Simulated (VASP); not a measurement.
# TiO2 (Pbcn) in VASP: a series of runs

The runs below take TiO2 through single point, with LDA.

Everything below comes from runs of VASP 6.6.1. Logs are shortened: lines on timing, memory, paths and dates and some standing lists are left out, and cuts for length are marked.

### Step 1. The cell of the first run

It takes space group Pbcn (No. 60, orthorhombic). Conventional cell: a = 4.438 Å, b = 5.344 Å, c = 4.770 Å, α = 90.00°, β = 90.00°, γ = 90.00°. Within 2.4 Å of Ti (site symmetry 2) lie 6 O at 1.83 to 2.02 Å. Within 2.4 Å of O (site symmetry 1) lie 3 Ti at 1.83 to 2.02 Å.

### Step 2. Single point, LDA

Input file INCAR:

```
SYSTEM = TiO2
ALGO     = Normal         ! electronic algorithm
EDIFF    = 1E-7           ! SCF threshold, eV
ENCUT    = 520            ! plane-wave cutoff, eV
ISIF     = 2              ! what is computed and relaxed
ISMEAR   = 0              ! smearing method
LASPH    = .True.         ! aspherical terms in the spheres
LCHARG   = .False.        ! write CHGCAR
LREAL    = .False.        ! projectors in reciprocal space
LWAVE    = .False.        ! write WAVECAR
NBANDS   = 60             ! bands
NELM     = 60             ! most SCF steps
PREC     = Accurate       ! precision mode
SIGMA    = 0.02           ! smearing width, eV
```

Input file KPOINTS:

```
k-points
0
Gamma
  6 4 6
  0 0 0
```

Input file POSCAR:

```
TiO2
1.0
    4.4384449865      0.0000000000      0.0000000000
    0.0000000000      5.3439083755      0.0000000000
    0.0000000000      0.0000000000      4.7701660725
Ti O
4 8
Direct
    0.5000000000      0.6759843771      0.7500000000
    0.0000000000      0.8240156229      0.2500000000
    0.5000000000      0.3240156229      0.2500000000
    0.0000000000      0.1759843771      0.7500000000
    0.7312634993      0.6125271289      0.0792509790
    0.2312634993      0.8874728711      0.9207490210
    0.7687365007      0.8874728711      0.5792509790
    0.2687365007      0.6125271289      0.4207490210
    0.7312634993      0.3874728711      0.5792509790
    0.2312634993      0.1125271289      0.4207490210
    0.7687365007      0.1125271289      0.0792509790
    0.2687365007      0.3874728711      0.9207490210
```

Potentials or basis: VASP PAW LDA potentials, release 64 (Ti_sv, O).

Launch:

```sh
> cat potpaw_LDA.64/Ti_sv/POTCAR potpaw_LDA.64/O/POTCAR > POTCAR
> mpirun -np 1 vasp_std > vasp.out
```

OUTCAR:

```text
SYSTEM = TiO2
   EDIFF = 1E-7
   ENCUT = 520
   ISIF = 2
   ISMEAR = 0
   LASPH = .True.
   LREAL = .False.
   NELM = 60
   PREC = Accurate

 ion  position               nearest neighbor table
   1  0.500  0.676  0.750-   6 1.83   7 1.83   5 1.91   8 1.91   9 2.02  12 2.02
   2  0.000  0.824  0.250-   5 1.83   8 1.83   7 1.91   6 1.91  10 2.02  11 2.02
   3  0.500  0.324  0.250-  10 1.83  11 1.83   9 1.91  12 1.91   5 2.02   8 2.02
   4  0.000  0.176  0.750-   9 1.83  12 1.83  11 1.91  10 1.91   6 2.02   7 2.02
   5  0.731  0.613  0.079-   2 1.83   1 1.91   3 2.02
   6  0.231  0.887  0.921-   1 1.83   2 1.91   4 2.02
   7  0.769  0.887  0.579-   1 1.83   2 1.91   4 2.02
   8  0.269  0.613  0.421-   2 1.83   1 1.91   3 2.02
   9  0.731  0.387  0.579-   4 1.83   3 1.91   1 2.02
  10  0.231  0.113  0.421-   3 1.83   4 1.91   2 2.02
  11  0.769  0.113  0.079-   3 1.83   4 1.91   2 2.02
  12  0.269  0.387  0.921-   4 1.83   3 1.91   1 2.02

  LATTYP: Found a simple orthorhombic cell.
 ALAT       =     4.4384449865
 B/A-ratio  =     1.0747381317
 C/A-ratio  =     1.2040046439

  Lattice vectors:

 A1 = (  -4.4384449865,   0.0000000000,   0.0000000000)
 A2 = (   0.0000000000,   0.0000000000,   4.7701660725)
 A3 = (   0.0000000000,   5.3439083755,   0.0000000000)

Analysis of symmetry for initial positions (statically):
=====================================================================
 Subroutine PRICEL returns:
 Original cell was already a primitive cell.

 Routine SETGRP: Setting up the symmetry group for a
 simple orthorhombic supercell.

 Subroutine GETGRP returns: Found  8 space group operations
 (whereof  2 operations were pure point group operations)
 out of a pool of  8 trial point group operations.

The static configuration has the point symmetry S_2 .
 The point group associated with its full space group is D_2h.

Analysis of symmetry for dynamics (positions and initial velocities):
=====================================================================
 Subroutine PRICEL returns:
 Original cell was already a primitive cell.

 Routine SETGRP: Setting up the symmetry group for a
 simple orthorhombic supercell.

 Subroutine GETGRP returns: Found  8 space group operations
 (whereof  2 operations were pure point group operations)
 out of a pool of  8 trial point group operations.

The dynamic configuration has the point symmetry S_2 .
 The point group associated with its full space group is D_2h.

 Subroutine INISYM returns: Found  8 space group operations
 (whereof  2 operations are pure point group operations),
 and found     1 'primitive' translations

----------------------------------------------------------------------------------------

                                     Primitive cell

  volume of cell :     113.1419

  direct lattice vectors                    reciprocal lattice vectors
     4.438444987  0.000000000  0.000000000     0.225304133  0.000000000  0.000000000
     0.000000000  5.343908375  0.000000000     0.000000000  0.187128957  0.000000000
     0.000000000  0.000000000  4.770166073     0.000000000  0.000000000  0.209636307

  length of vectors
     4.438444987  5.343908375  4.770166073     0.225304133  0.187128957  0.209636307

  position of ions in fractional coordinates (direct lattice)
     0.500000000  0.675984377  0.750000000
     0.000000000  0.824015623  0.250000000
     0.500000000  0.324015623  0.250000000
     0.000000000  0.175984377  0.750000000
     0.731263499  0.612527129  0.079250979
     0.231263499  0.887472871  0.920749021
     0.768736501  0.887472871  0.579250979
     0.268736501  0.612527129  0.420749021
     0.731263499  0.387472871  0.579250979
     0.231263499  0.112527129  0.420749021
     0.768736501  0.112527129  0.079250979
     0.268736501  0.387472871  0.920749021

  ion indices of the primitive-cell ions
   primitive index   ion index
                 1           1
                 2           2
                 3           3
                 4           4
                 5           5
                 6           6
                 7           7
                 8           8
                 9           9
                10          10
                11          11
                12          12

----------------------------------------------------------------------------------------

 KPOINTS: k-points

Automatic generation of k-mesh.
 Grid dimensions read from file:
 generate k-points for:    6    4    6

 Generating k-lattice:

  Cartesian coordinates                     Fractional coordinates (reciprocal lattice)
     0.037550689  0.000000000  0.000000000     0.166666667  0.000000000  0.000000000
     0.000000000  0.046782239  0.000000000     0.000000000  0.250000000  0.000000000
     0.000000000  0.000000000  0.034939385     0.000000000  0.000000000  0.166666667

  Length of vectors
     0.037550689  0.046782239  0.034939385

  Shift w.r.t. Gamma in fractional coordinates (k-lattice)
     0.000000000  0.000000000  0.000000000

 Subroutine IBZKPT returns following result:
 ===========================================

 Found     48 irreducible k-points:

 Following reciprocal coordinates:
            Coordinates               Weight
  0.000000  0.000000  0.000000      1.000000
  0.166667  0.000000  0.000000      2.000000
  0.333333  0.000000  0.000000      2.000000
  0.500000  0.000000  0.000000      1.000000
  0.000000  0.250000  0.000000      2.000000
  0.166667  0.250000  0.000000      4.000000
[... 16 lines left out ...]
  0.333333  0.500000  0.166667      4.000000
  0.500000  0.500000  0.166667      2.000000
 [... further k-points ...]
   k-points           NKPTS =     48   k-points in BZ     NKDIM =     48   number of bands    NBANDS=     60
   number of dos      NEDOS =    301   number of ions     NIONS =     12
   total plane-waves  NPLWV =  51840
   dimension x,y,z NGX =    36 NGY =   40 NGZ =   36
   dimension x,y,z NGXF=    72 NGYF=   80 NGZF=   72
   ions per type =               4   8
   NGX,Y,Z   is equivalent  to a cutoff of  13.48, 12.44, 12.55 a.u.
   NGXF,Y,Z  is equivalent  to a cutoff of  26.97, 24.89, 25.09 a.u.
 SYSTEM =  TiO2
   PREC   = accura    normal or accurate (medium, high low for compatibility)
   ISTART =      0    job   : 0-new  1-cont  2-samecut
   ICHARG =      2    charge: 1-file 2-atom 10-const
   ISPIN  =      1    spin polarized calculation?
   LNONCOLLINEAR =      F non collinear calculations
   LSORBIT =      F    spin-orbit coupling
   LASPH  =      T    aspherical Exc in radial PAW
   ENCUT  =  520.0 eV  38.22 Ry    6.18 a.u.   8.25  9.94  8.87*2*pi/ulx,y,z
   NELM   =     60;   NELMIN=  2; NELMDL= -5     # of ELM steps
   EDIFF  = 0.1E-06   stopping-criterion for ELM
   LREAL  =      F    real-space projection
   EDIFFG = 0.1E-05   stopping-criterion for IOM
   NSW    =      0    number of steps for IOM
   IBRION =     -1    ionic relax: 0-MD 1-quasi-New 2-CG
   NFREE  =      0    steps in history (QN), initial steepest desc. (CG)
   ISIF   =      2    stress and relaxation
   ISYM   =      2    0-nonsym 1-usesym 2-fastsym
   POTIM  = 0.5000    time-step for ionic-motion
   TEBEG  =    0.0;   TEEND  =   0.0 temperature during run
   PSTRESS=    0.0 pullay stress
   NELECT =      96.0000    total number of electrons
   NUPDOWN=      -1.0000    fix difference up-down
   EMIN   =  10.00;   EMAX   =-10.00  energy-range for DOS
   EFERMI =   0.00;   METHOD = LEGACY
   ISMEAR =     0;   SIGMA  =   0.02  broadening in eV -4-tet -1-fermi 0-gaus
   EFERMI_NEDOS =   21; number of points for ismear=-14 and -15
   IALGO  =     38    algorithm
   IMIX   =      4    mixing-type and parameters
     AMIX     =   0.40;   BMIX     =  1.00
     AMIX_MAG =   1.60;   BMIX_MAG =  1.00
  volume/ion in A,a.u.               =       9.43        63.63
  Fermi-wavevector in a.u.,A,eV,Ry     =   1.549854  2.928799 32.681840  2.402047
  Thomas-Fermi vector in A             =   2.654601
   LORBIT       =      0    0 simple, 1 ext, 2 COOP (PROOUT), +10 PAW based schemes
   GGA     = CA    functional components
   LHFCALC =     F    Hartree Fock is set to
   AEXX    =    0.0000 exact exchange contribution
   IVDW    =     0    specifies the selected vdW correction
   LEPSILON=     F    determine dielectric tensor
   LRPA    =     F    only Hartree local field effects (RPA)
 non-spin polarized calculation
 Gauss-broadening in eV      SIGMA  =   0.02
  energy-cutoff  :      520.00
  volume of cell :      113.14
 maximum number of plane-waves:      3084
 NGX is ok and might be reduce to    36
   NGX = 17   NGY = 19   NGZ = 17

 number of electron      95.9999968 magnetization

 Free energy of the ion-electron system (eV)
  ---------------------------------------------------
  ext. energy  EPLUGINS =         0.00000000
  ---------------------------------------------------
  free energy    TOTEN  =      -117.40978966 eV

  energy without entropy =     -117.40978966  energy(sigma->0) =     -117.40978966

 E-fermi :   5.4837     XC(G=0): -12.5605

 val. band max:        5.2395796736   @ k =   0.0000   0.0000   0.0000
 cond. band min:       8.0624288075   @ k =   0.0000   0.0000   0.5000
 fundamental gap:      2.8228491339
 Fermi energy:         5.4837453203

 k-point     1 :       0.0000    0.0000    0.0000
  band No.  band energies     occupation
      1     -50.1576      2.00000
      2     -50.1206      2.00000
      3     -50.1100      2.00000
      4     -50.1011      2.00000
      5     -27.1445      2.00000
      6     -27.0230      2.00000
[... 52 lines left out ...]
     59      10.1076      0.00000
     60      10.3971      0.00000

 k-point     2 :       0.1667    0.0000    0.0000
  band No.  band energies     occupation
      1     -50.1551      2.00000
      2     -50.1231      2.00000
      3     -50.1094      2.00000
      4     -50.1017      2.00000
      5     -27.1287      2.00000
      6     -27.0159      2.00000
[... 52 lines left out ...]
     59      10.0262      0.00000
     60      10.2529      0.00000

 k-point     3 :       0.3333    0.0000    0.0000
  band No.  band energies     occupation
      1     -50.1483      2.00000
      2     -50.1298      2.00000
      3     -50.1077      2.00000
      4     -50.1033      2.00000
      5     -27.0850      2.00000
      6     -26.9871      2.00000
[... 1312 lines left out ...]
     59       9.8431      0.00000
     60       9.8635      0.00000

 k-point    24 :       0.5000    0.5000    0.1667
  band No.  band energies     occupation
      1     -50.1365      2.00000
      2     -50.1365      2.00000
      3     -50.1080      2.00000
      4     -50.1080      2.00000
      5     -27.0722      2.00000
      6     -27.0722      2.00000
[... 52 lines left out ...]
     59       9.7029      0.00000
     60       9.7029      0.00000

 [... further k-points ...]

------------------------ aborting loop because EDIFF is reached ----------------------------------------

  FORCE on cell =-STRESS in cart. coord.  units (eV):
  Direction    XX          YY          ZZ          XY          YZ          ZX
  --------------------------------------------------------------------------------------
  -------------------------------------------------------------------------------------
  Total        9.6632371      9.4869800      9.7275234      0.0000000      0.0000000      0.0000000
  in kB      136.8389942    134.3430565    137.7493390      0.0000000      0.0000000      0.0000000
  external PRESSURE =     136.3104632 kB  Pullay stress =       0.0000000 kB

 VOLUME and BASIS-vectors are now :
 -----------------------------------------------------------------------------
  energy-cutoff  :      520.00
  volume of cell :      113.14
      direct lattice vectors                 reciprocal lattice vectors
     4.438444987  0.000000000  0.000000000     0.225304133  0.000000000  0.000000000
     0.000000000  5.343908375  0.000000000     0.000000000  0.187128957  0.000000000
     0.000000000  0.000000000  4.770166073     0.000000000  0.000000000  0.209636307

 POSITION                                       TOTAL-FORCE (eV/Angst)
 -----------------------------------------------------------------------------------
      2.21922      3.61240      3.57762         0.000000     -0.074969      0.000000
      0.00000      4.40346      1.19254        -0.000000      0.074969      0.000000
      2.21922      1.73151      1.19254        -0.000000      0.074969      0.000000
      0.00000      0.94044      3.57762         0.000000     -0.074969     -0.000000
      3.24567      3.27329      0.37804        -0.023831     -0.059095     -0.004049
      1.02645      4.74257      4.39213        -0.023831      0.059095      0.004049
      3.41199      4.74257      2.76312         0.023831      0.059095     -0.004049
      1.19277      3.27329      2.00704         0.023831     -0.059095      0.004049
      3.24567      2.07062      2.76312        -0.023831      0.059095     -0.004049
      1.02645      0.60133      2.00704        -0.023831     -0.059095      0.004049
      3.41199      0.60133      0.37804         0.023831     -0.059095     -0.004049
      1.19277      2.07062      4.39213         0.023831      0.059095      0.004049
 -----------------------------------------------------------------------------------
    total drift:                               -0.000000     -0.000000     -0.000000

  FREE ENERGIE OF THE ION-ELECTRON SYSTEM (eV)
  ---------------------------------------------------
  free  energy   TOTEN  =      -117.4097896566 eV

  energy  without entropy=     -117.4097896566  energy(sigma->0) =     -117.40978966
```

Run time: 5.6 min. Hardware: 1 thread of Intel Xeon 6975P-C, shared host; peak memory 0.34 GiB.

What came out:

| Property | Result |
| --- | --- |
| Free energy | -117.4098 eV |
| Pressure | 13.6 GPa |
| Largest force | 0.075 eV/Å |
| Band gap on the k mesh | 2.82 eV, indirect (least direct gap 2.85 eV) |

Forces in eV/Å, atoms in the order of the input:
```
Ti   0.000 -0.075  0.000
Ti   0.000  0.075  0.000
Ti   0.000  0.075  0.000
Ti   0.000 -0.075  0.000
O   -0.024 -0.059 -0.004
O   -0.024  0.059  0.004
O    0.024  0.059 -0.004
O    0.024 -0.059  0.004
O   -0.024  0.059 -0.004
O   -0.024 -0.059  0.004
O    0.024 -0.059 -0.004
O    0.024  0.059  0.004
```

Stress tensor (GPa, compression positive):
```
13.68  0.00  0.00
 0.00 13.43  0.00
 0.00  0.00 13.77
```

A k mesh can miss the band edges. Expect the measured gap to be larger: semilocal functionals such as LDA lack the derivative discontinuity.

### Step 3. Single point, LDA

Input file INCAR:

```
PREC = Accurate
ENCUT = 520
EDIFF = 1E-6
ISMEAR = 0
SIGMA = 0.02
LREAL = False
LASPH = True
NELM = 80
ALGO = Normal
ISIF = 2
LWAVE = False
LCHARG = False
NBANDS = 60
```

Input file KPOINTS:

```
regular mesh
0
Gamma
  6 4 6
```

POSCAR is that of step 2.

Potentials or basis: VASP PAW LDA potentials, release 64 (Ti_sv, O).

Launch:

```sh
> cat potpaw_LDA.64/Ti_sv/POTCAR potpaw_LDA.64/O/POTCAR > POTCAR
> mpirun -np 1 vasp_std > vasp.out
```

It took 5.2 min on 1 thread of Intel Xeon 6975P-C, shared host; peak memory 0.34 GiB.

Results (log left out):

```
Free energy            : -117.4098 eV
Pressure               : 13.6 GPa
Largest force          : 0.075 eV/Å
Band gap on the k mesh : 2.82 eV, indirect (least direct gap 2.85 eV)
```

Forces on the atoms (eV/Å):
```
Ti   0.000 -0.075  0.000
Ti   0.000  0.075  0.000
Ti   0.000  0.075  0.000
Ti   0.000 -0.075  0.000
O   -0.024 -0.059 -0.004
O   -0.024  0.059  0.004
O    0.024  0.059 -0.004
O    0.024 -0.059  0.004
O   -0.024  0.059 -0.004
O   -0.024 -0.059  0.004
O    0.024 -0.059 -0.004
O    0.024  0.059  0.004
```

Stress tensor (GPa, compression positive):
```
13.69  0.00  0.00
 0.00 13.44  0.00
 0.00  0.00 13.78
```

Levels at points of the mesh, in eV from the valence-band top:
| k point | band 46 | band 47 | band 48 | band 49 | band 50 | band 51 |
| --- | --- | --- | --- | --- | --- | --- |
| (0.00, 0.00, 0.00) | -0.37 | -0.12 | 0.00 | 2.85 | 2.88 | 2.91 |
| (0.50, 0.00, 0.00) | -0.46 | -0.27 | -0.27 | 3.46 | 3.46 | 3.47 |
| (0.00, 0.50, 0.00) | -1.20 | -0.17 | -0.17 | 3.00 | 3.00 | 3.49 |
| (0.50, 0.50, 0.00) | -0.62 | -0.40 | -0.40 | 3.18 | 3.18 | 3.23 |
| (0.00, 0.00, 0.50) | -0.49 | -0.29 | -0.29 | 2.82 | 2.82 | 3.28 |
| (0.50, 0.00, 0.50) | -0.46 | -0.46 | -0.46 | 3.19 | 3.19 | 3.19 |
| (0.00, 0.50, 0.50) | -0.49 | -0.49 | -0.49 | 3.16 | 3.16 | 3.16 |
| (0.50, 0.50, 0.50) | -0.85 | -0.85 | -0.85 | 3.18 | 3.18 | 3.18 |

A k mesh can miss the band edges. LDA gaps usually lie below the measured ones, often by a third to a half.
